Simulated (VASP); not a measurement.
Write the native input for VASP 6.6.1 that does the following.

```
Task                   : single point
Functional             : r2SCAN
Potentials or basis    : VASP PAW PBE potentials, release 64 (Ga_d, O, Cd)
Cutoff                 : 520 eV
k mesh                 : 7 × 7 × 7
Occupations            : fermi-dirac, width 0.0381 eV
Spin                   : no spin polarisation
Dipole correction      : no
Further INCAR settings : ALGO = Normal; EDIFF = 1e-06; NBANDS = 54
```

The system is CdGaO3.

```
Ga O Cd
1.0
     2.67675    1.54542    4.32460
    -2.67675    1.54542    4.32460
     0.00000   -3.09084    4.32460
Ga O Cd
2 6 2
Direct
  0.00000 0.00000 0.00000
  0.50000 0.50000 0.50000
  0.80480 0.69520 0.25000
  0.25000 0.80480 0.69520
  0.69520 0.25000 0.80480
  0.19520 0.30480 0.75000
  0.75000 0.19520 0.30480
  0.30480 0.75000 0.19520
  0.25000 0.25000 0.25000
  0.75000 0.75000 0.75000
```

One way to write it, as run:

POSCAR

```
CdGaO3
1.0
    2.6767490000      1.5454240000      4.3246000000
   -2.6767490000      1.5454240000      4.3246000000
    0.0000000000     -3.0908390000      4.3246000000
Ga O Cd
2 6 2
Direct
    0.0000000000      0.0000000000      0.0000000000
    0.5000000000      0.5000000000      0.5000000000
    0.8048000000      0.6952000000      0.2500000000
    0.2500000000      0.8048000000      0.6952000000
    0.6952000000      0.2500000000      0.8048000000
    0.1952000000      0.3048000000      0.7500000000
    0.7500000000      0.1952000000      0.3048000000
    0.3048000000      0.7500000000      0.1952000000
    0.2500000000      0.2500000000      0.2500000000
    0.7500000000      0.7500000000      0.7500000000
```

INCAR.step1

```
SYSTEM = CdGaO3
PREC = Accurate ; ENCUT = 520
ISMEAR = -1 ; SIGMA = 0.0381
LREAL = .FALSE. ; LASPH = .TRUE.
NELM = 60 ; NBANDS = 54
GGA = PE ; ALGO = Normal
EDIFF = 1E-4 ; LWAVE = .TRUE.
LCHARG = .FALSE.
```

INCAR.step2

```
SYSTEM = CdGaO3
PREC = Accurate ; ENCUT = 520
EDIFF = 1E-6 ; ISMEAR = -1
SIGMA = 0.0381 ; LREAL = .FALSE.
LASPH = .TRUE. ; NELM = 60
ALGO = Normal ; ISIF = 2
LWAVE = .FALSE. ; LCHARG = .FALSE.
METAGGA = R2SCAN ; LMIXTAU = .TRUE.
NBANDS = 54 ; ISTART = 1
```

KPOINTS

```
regular mesh
0
G
  7 7 7
  0 0 0
```

Potentials or basis: VASP PAW PBE potentials, release 64 (Ga_d, O, Cd).

Launch:

```bash
$ cat potpaw_PBE.64/Ga_d/POTCAR potpaw_PBE.64/O/POTCAR potpaw_PBE.64/Cd/POTCAR > POTCAR
$ cp INCAR.step1 INCAR
$ mpirun -np 1 vasp_std > vasp.out
$ cp INCAR.step2 INCAR
$ mpirun -np 1 vasp_std > vasp.out
```

Results of the run:

```yaml
Pressure: 6.6 GPa
Largest_force: 0.852 eV/Å
Band_gap_on_the_k_mesh: zero (bands 43 and 44 overlap by 0.50 eV)
```

Caveat: the cell stands under pressure; the PAW data sets were made with another functional, which shifts forces and pressure a little.

Run time: 14 min on 1 thread of Intel(R) Xeon(R) Platinum 8259CL CPU @ 2.50GHz (Skylake/Cascade Lake) (shared host), peak memory 0.39 GiB.
